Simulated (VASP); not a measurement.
# Nb (P6_3/mmc) in VASP: single point with r2SCAN

Aim: the single point of Nb with r2SCAN.

All numbers are computed with VASP 6.6.1; they aren't measurements. Logs are shortened: lines on timing, memory, paths and dates and some standing lists are left out, and cuts for length are marked.

### 1 The cell of the first run

The structure is hexagonal, space group P6_3/mmc (No. 194). The conventional cell has a = 2.735 Å, b = 2.735 Å, c = 10.079 Å, α = 90.00°, β = 90.00°, γ = 120.00°. Within 3.6 Å of Nb (site symmetry -3m) lie 12 Nb at 2.74 to 2.97 Å. Nb (site symmetry -6m2) has 12 Nb at 2.74 to 2.97 Å within 3.6 Å.

This isn't the form of Nb at room conditions, which is bcc.

### 2 Single point, r2SCAN, collinear spin (16.33 Å³/atom)

POSCAR

```
Nb
1.0
    2.7352988308      0.0000000000      0.0000000000
   -1.3676494154      2.3688382744      0.0000000000
    0.0000000000      0.0000000000     10.0787711357
Nb
4
Direct
    0.0000000000      0.0000000000      0.0000000000
    0.0000000000      0.0000000000      0.5000000000
    0.3333333333      0.6666666667      0.2500000000
    0.6666666667      0.3333333333      0.7500000000
```

INCAR.step1

```
SYSTEM = Nb
  PREC = Accurate
  ENCUT = 520
  ISMEAR = -1
  SIGMA = 0.05
  LREAL = .False.
  LASPH = .True.
  NELM = 150
  ISPIN = 2
  MAGMOM = 1 1 1 1
  LMAXMIX = 4
  NBANDS = 38
  GGA = PE
  ALGO = Normal
  EDIFF = 1E-4
  LWAVE = .True.
  LCHARG = .False.
```

INCAR.step2

```
SYSTEM = Nb
  PREC = Accurate
  ENCUT = 520
  EDIFF = 1E-6
  ISMEAR = -1
  SIGMA = 0.05
  LREAL = .False.
  LASPH = .True.
  NELM = 150
  ALGO = Normal
  ISIF = 2
  LWAVE = .False.
  LCHARG = .False.
  ISPIN = 2
  MAGMOM = 1 1 1 1
  LORBIT = 11
  LMAXMIX = 4
  METAGGA = R2SCAN
  LMIXTAU = .True.
  NBANDS = 38
  ISTART = 1
```

KPOINTS

```
Automatic mesh
0
Gamma
  14 14 4
  0 0 0
```

Potentials or basis: VASP PAW PBE potentials, release 64 (Nb_sv).

Launch:

```bash
$ cat potpaw_PBE.64/Nb_sv/POTCAR > POTCAR
$ cp INCAR.step1 INCAR
$ mpirun -np 1 vasp_std > vasp.out
$ cp INCAR.step2 INCAR
$ mpirun -np 1 vasp_std > vasp.out
```

OUTCAR:

```text
SYSTEM = Nb
   PREC = Accurate
   ENCUT = 520
   EDIFF = 1E-6
   ISMEAR = -1
   LREAL = .False.
   LASPH = .True.
   NELM = 150
   ISIF = 2
   ISPIN = 2
   LORBIT = 11
   METAGGA = R2SCAN
   ISTART = 1

 ion  position               nearest neighbor table
   1  0.000  0.000  0.000-   3 2.97   4 2.97   3 2.97   4 2.97   4 2.97   3 2.97
   2  0.000  0.000  0.500-   3 2.97   4 2.97   3 2.97   4 2.97   4 2.97   3 2.97
   3  0.333  0.667  0.250-   1 2.97   2 2.97   1 2.97   2 2.97   1 2.97   2 2.97
   4  0.667  0.333  0.750-   1 2.97   2 2.97   1 2.97   2 2.97   1 2.97   2 2.97

  LATTYP: Found a hexagonal cell.
 ALAT       =     2.7352988308
 C/A-ratio  =     3.6847056790

  Lattice vectors:

 A1 = (   2.7352988308,   0.0000000000,   0.0000000000)
 A2 = (  -1.3676494154,   2.3688382744,   0.0000000000)
 A3 = (   0.0000000000,   0.0000000000,  10.0787711357)

Analysis of symmetry for initial positions (statically):
=====================================================================
 Subroutine PRICEL returns:
 Original cell was already a primitive cell.

 Routine SETGRP: Setting up the symmetry group for a
 hexagonal supercell.

 Subroutine GETGRP returns: Found 24 space group operations
 (whereof 12 operations were pure point group operations)
 out of a pool of 24 trial point group operations.

The static configuration has the point symmetry D_3d.
 The point group associated with its full space group is D_6h.

Analysis of symmetry for dynamics (positions and initial velocities):
=====================================================================
 Subroutine PRICEL returns:
 Original cell was already a primitive cell.

 Routine SETGRP: Setting up the symmetry group for a
 hexagonal supercell.

 Subroutine GETGRP returns: Found 24 space group operations
 (whereof 12 operations were pure point group operations)
 out of a pool of 24 trial point group operations.

The dynamic configuration has the point symmetry D_3d.
 The point group associated with its full space group is D_6h.

Analysis of structural, dynamic, and magnetic symmetry:
=====================================================================
 Subroutine PRICEL returns:
 Original cell was already a primitive cell.

 Routine SETGRP: Setting up the symmetry group for a
 hexagonal supercell.

 Subroutine GETGRP returns: Found 24 space group operations
 (whereof 12 operations were pure point group operations)
 out of a pool of 24 trial point group operations.

The overall configuration has the point symmetry D_3d.
 The point group associated with its full space group is D_6h.

 Subroutine INISYM returns: Found 24 space group operations
 (whereof 12 operations are pure point group operations),
 and found     1 'primitive' translations

----------------------------------------------------------------------------------------

                                     Primitive cell

  volume of cell :      65.3052

  direct lattice vectors                    reciprocal lattice vectors
     2.735298831  0.000000000  0.000000000     0.365590768  0.211073928  0.000000000
    -1.367649415  2.368838274  0.000000000     0.000000000  0.422147857  0.000000000
     0.000000000  0.000000000 10.078771136     0.000000000  0.000000000  0.099218445

  length of vectors
     2.735298831  2.735298831 10.078771136     0.422147857  0.422147857  0.099218445

  position of ions in fractional coordinates (direct lattice)
     0.000000000  0.000000000  0.000000000
     0.000000000  0.000000000  0.500000000
     0.333333333  0.666666667  0.250000000
     0.666666667  0.333333333  0.750000000

  ion indices of the primitive-cell ions
   primitive index   ion index
                 1           1
                 2           2
                 3           3
                 4           4

----------------------------------------------------------------------------------------

 KPOINTS: Automatic mesh

Automatic generation of k-mesh.
 Grid dimensions read from file:
 generate k-points for:   14   14    4

 Generating k-lattice:

  Cartesian coordinates                     Fractional coordinates (reciprocal lattice)
     0.026113626  0.015076709  0.000000000     0.071428571  0.000000000  0.000000000
     0.000000000  0.030153418  0.000000000     0.000000000  0.071428571  0.000000000
     0.000000000  0.000000000  0.024804611     0.000000000  0.000000000  0.250000000

  Length of vectors
     0.030153418  0.030153418  0.024804611

  Shift w.r.t. Gamma in fractional coordinates (k-lattice)
     0.000000000  0.000000000  0.000000000

 Subroutine IBZKPT returns following result:
 ===========================================

 Found     72 irreducible k-points:

 Following reciprocal coordinates:
            Coordinates               Weight
  0.000000  0.000000  0.000000      1.000000
  0.071429  0.000000  0.000000      6.000000
  0.142857  0.000000  0.000000      6.000000
  0.214286 -0.000000  0.000000      6.000000
  0.285714  0.000000  0.000000      6.000000
  0.357143  0.000000  0.000000      6.000000
[... 16 lines left out ...]
  0.285714  0.285714  0.000000      6.000000
  0.357143  0.285714  0.000000      6.000000
 [... further k-points ...]
   k-points           NKPTS =     72   k-points in BZ     NKDIM =     72   number of bands    NBANDS=     38
   number of dos      NEDOS =    301   number of ions     NIONS =      4
   total plane-waves  NPLWV =  32000
   dimension x,y,z NGX =    20 NGY =   20 NGZ =   80
   dimension x,y,z NGXF=    40 NGYF=   40 NGZF=  160
   ions per type =               4
   NGX,Y,Z   is equivalent  to a cutoff of  12.16, 12.16, 13.20 a.u.
   NGXF,Y,Z  is equivalent  to a cutoff of  24.31, 24.31, 26.39 a.u.
 SYSTEM =  Nb
   PREC   = accura    normal or accurate (medium, high low for compatibility)
   ISTART =      1    job   : 0-new  1-cont  2-samecut
   ICHARG =      0    charge: 1-file 2-atom 10-const
   ISPIN  =      2    spin polarized calculation?
   LNONCOLLINEAR =      F non collinear calculations
   LSORBIT =      F    spin-orbit coupling
   LASPH  =      T    aspherical Exc in radial PAW
   ENCUT  =  520.0 eV  38.22 Ry    6.18 a.u.   5.09  5.09 18.74*2*pi/ulx,y,z
   NELM   =    150;   NELMIN=  2; NELMDL=  0     # of ELM steps
   EDIFF  = 0.1E-05   stopping-criterion for ELM
   LREAL  =      F    real-space projection
   EDIFFG = 0.1E-04   stopping-criterion for IOM
   NSW    =      0    number of steps for IOM
   IBRION =     -1    ionic relax: 0-MD 1-quasi-New 2-CG
   NFREE  =      0    steps in history (QN), initial steepest desc. (CG)
   ISIF   =      2    stress and relaxation
   ISYM   =      2    0-nonsym 1-usesym 2-fastsym
   POTIM  = 0.5000    time-step for ionic-motion
   TEBEG  =    0.0;   TEEND  =   0.0 temperature during run
   PSTRESS=    0.0 pullay stress
   NELECT =      52.0000    total number of electrons
   NUPDOWN=      -1.0000    fix difference up-down
   EMIN   =  10.00;   EMAX   =-10.00  energy-range for DOS
   EFERMI =   0.00;   METHOD = LEGACY
   ISMEAR =    -1;   SIGMA  =   0.05  broadening in eV -4-tet -1-fermi 0-gaus
   EFERMI_NEDOS =   21; number of points for ismear=-14 and -15
   IALGO  =     38    algorithm
   IMIX   =      4    mixing-type and parameters
     AMIX     =   0.40;   BMIX     =  1.00
     AMIX_MAG =   1.60;   BMIX_MAG =  1.00
  volume/ion in A,a.u.               =      16.33       110.18
  Fermi-wavevector in a.u.,A,eV,Ry     =   1.517377  2.867426 31.326482  2.302431
  Thomas-Fermi vector in A             =   2.626640
   LORBIT       =     11    0 simple, 1 ext, 2 COOP (PROOUT), +10 PAW based schemes
   METAGGA = R2SCAN    functional components
   LHFCALC =     F    Hartree Fock is set to
   AEXX    =    0.0000 exact exchange contribution
   IVDW    =     0    specifies the selected vdW correction
   LEPSILON=     F    determine dielectric tensor
   LRPA    =     F    only Hartree local field effects (RPA)
 spin polarized calculation
  energy-cutoff  :      520.00
  volume of cell :       65.31
 maximum number of plane-waves:      1778
   NGX = 11   NGY = 11   NGZ = 37

 number of electron      52.0000000 magnetization       0.0001854

 Free energy of the ion-electron system (eV)
  ---------------------------------------------------
  ext. energy  EPLUGINS =         0.00000000
  ---------------------------------------------------
  free energy    TOTEN  =       -97.52053779 eV

  energy without entropy =      -97.47938700  energy(sigma->0) =      -97.49996239

 E-fermi :  12.9697     XC(G=0): -14.1784

 val. band max:       12.9684822611   @ k =   0.2143   0.2143   0.5000
 cond. band min:      12.9730721972   @ k =   0.0714   0.0000   0.0000
 fundamental gap:      0.0045899361
 Fermi energy:        12.9696628314

 spin component 1

 k-point     1 :       0.0000    0.0000    0.0000
  band No.  band energies     occupation
      1     -43.4914      1.00000
      2     -43.3886      1.00000
      3     -43.3678      1.00000
      4     -43.2622      1.00000
      5     -19.5191      1.00000
      6     -18.8081      1.00000
[... 30 lines left out ...]
     37      17.5786      0.00000
     38      17.5786      0.00000

 k-point     2 :       0.0714    0.0000    0.0000
  band No.  band energies     occupation
      1     -43.4709      1.00000
      2     -43.3704      1.00000
      3     -43.3496      1.00000
      4     -43.2464      1.00000
      5     -19.4867      1.00000
      6     -18.7972      1.00000
[... 30 lines left out ...]
     37      17.5059      0.00000
     38      17.5145      0.00000
[... 859 lines left out ...]
     37      22.6403      0.00000
     38      22.6597      0.00000

 k-point    24 :       0.3571    0.2857    0.0000
  band No.  band energies     occupation
      1     -42.9652      1.00000
      2     -42.9615      1.00000
      3     -42.9413      1.00000
      4     -42.9377      1.00000
      5     -19.3848      1.00000
      6     -19.3443      1.00000
[... 30 lines left out ...]
     37      22.7706      0.00000
     38      23.1877      0.00000

 [... further k-points ...]

 spin component 2

 k-point     1 :       0.0000    0.0000    0.0000
  band No.  band energies     occupation
      1     -43.4914      1.00000
      2     -43.3886      1.00000
      3     -43.3677      1.00000
      4     -43.2622      1.00000
      5     -19.5191      1.00000
      6     -18.8081      1.00000
[... 30 lines left out ...]
     37      17.5786      0.00000
     38      17.5786      0.00000

 k-point     2 :       0.0714    0.0000    0.0000
  band No.  band energies     occupation
      1     -43.4709      1.00000
      2     -43.3704      1.00000
      3     -43.3495      1.00000
      4     -43.2464      1.00000
      5     -19.4867      1.00000
      6     -18.7972      1.00000
[... 30 lines left out ...]
     37      17.5059      0.00000
     38      17.5145      0.00000
[... 859 lines left out ...]
     37      22.6403      0.00000
     38      22.6597      0.00000

 k-point    24 :       0.3571    0.2857    0.0000
  band No.  band energies     occupation
      1     -42.9652      1.00000
      2     -42.9615      1.00000
      3     -42.9413      1.00000
      4     -42.9377      1.00000
      5     -19.3847      1.00000
      6     -19.3442      1.00000
[... 30 lines left out ...]
     37      22.7707      0.00000
     38      23.2152      0.00000

 [... further k-points ...]
[... 5 lines left out ...]
  --------------------------------------------------------------------------------------
  -------------------------------------------------------------------------------------
  Total       11.3157131     11.3157131     10.2212622      0.0000000      0.0000000      0.0000000
  in kB      277.6161549    277.6161548    250.7652395      0.0000000      0.0000000      0.0000000
  external PRESSURE =     268.6658497 kB  Pullay stress =       0.0000000 kB

 VOLUME and BASIS-vectors are now :
 -----------------------------------------------------------------------------
  energy-cutoff  :      520.00
  volume of cell :       65.31
      direct lattice vectors                 reciprocal lattice vectors
     2.735298831  0.000000000  0.000000000     0.365590768  0.211073928  0.000000000
    -1.367649415  2.368838274  0.000000000     0.000000000  0.422147857  0.000000000
     0.000000000  0.000000000 10.078771136     0.000000000  0.000000000  0.099218445

 POSITION                                       TOTAL-FORCE (eV/Angst)
 -----------------------------------------------------------------------------------
      0.00000      0.00000      0.00000        -0.000000      0.000000      0.000000
      0.00000      0.00000      5.03939        -0.000000      0.000000      0.000000
     -0.00000      1.57923      2.51969        -0.000000      0.000000      0.000000
      1.36765      0.78961      7.55908         0.000000     -0.000000     -0.000000
 -----------------------------------------------------------------------------------
    total drift:                                0.000000     -0.000000      0.000000

  FREE ENERGIE OF THE ION-ELECTRON SYSTEM (eV)
  ---------------------------------------------------
  free  energy   TOTEN  =       -97.5205377860 eV

  energy  without entropy=      -97.4793870009  energy(sigma->0) =      -97.49996239

 total charge

# of ion       s       p       d       tot
------------------------------------------
    1        2.247   6.015   2.633  10.895
    2        2.247   6.015   2.633  10.895
    3        2.245   6.009   2.645  10.899
    4        2.245   6.009   2.645  10.899
--------------------------------------------------
tot          8.984  24.047  10.556  43.588

 magnetization (x)

# of ion       s       p       d       tot
------------------------------------------
    1        0.000   0.000   0.000   0.000
    2        0.000   0.000   0.000   0.000
    3        0.000   0.000   0.000   0.000
    4        0.000   0.000   0.000   0.000
--------------------------------------------------
tot          0.000   0.000   0.000   0.000
```

It took 22 min on 1 thread of Oxide Virtual Turin-like, shared host; peak memory 0.33 GiB.

What came out:

```
Free energy                                           : -97.5205 eV
Pressure                                              : 26.9 GPa
Band gap on the k mesh                                : zero (filled and empty bands overlap)
Net moment                                            : 0.00 μB per cell
Valence electrons inside the program's atomic spheres : Nb 10.89, 10.90 (each value once)
```

Stress tensor (GPa, compression positive):
```
27.76  0.00  0.00
 0.00 27.76  0.00
 0.00  0.00 25.08
```

Levels at points of the mesh, in eV from the Fermi level:
Spin up:
```csv
k point,band 24,band 25,band 26,band 27,band 28,band 29
"(0.00, 0.00, 0.00)",0.27,0.27,0.41,0.41,0.62,0.62
"(0.50, 0.00, 0.00)",-1.60,0.18,0.49,0.95,2.75,2.76
"(0.00, 0.00, 0.50)",-0.31,0.35,0.35,0.35,0.35,0.67
"(0.50, 0.00, 0.50)",-1.82,1.31,1.31,1.43,1.43,1.93
```
Spin down:
```
           k point  band 23  band 24  band 25  band 26  band 27  band 28  band 29  band 30
(0.00, 0.00, 0.00)    -1.37     0.27     0.27     0.41     0.41     0.62     0.62     0.75
(0.50, 0.00, 0.00)    -2.76    -1.60     0.18     0.49     0.95     2.75     2.76     3.10
(0.00, 0.00, 0.50)    -0.31    -0.31     0.35     0.35     0.35     0.35     0.67     0.67
(0.50, 0.00, 0.50)    -1.82    -1.82     1.31     1.31     1.43     1.43     1.93     1.93
```

Caveat: the cell stands under pressure; the PAW data sets were made with another functional, which shifts forces and pressure a little.
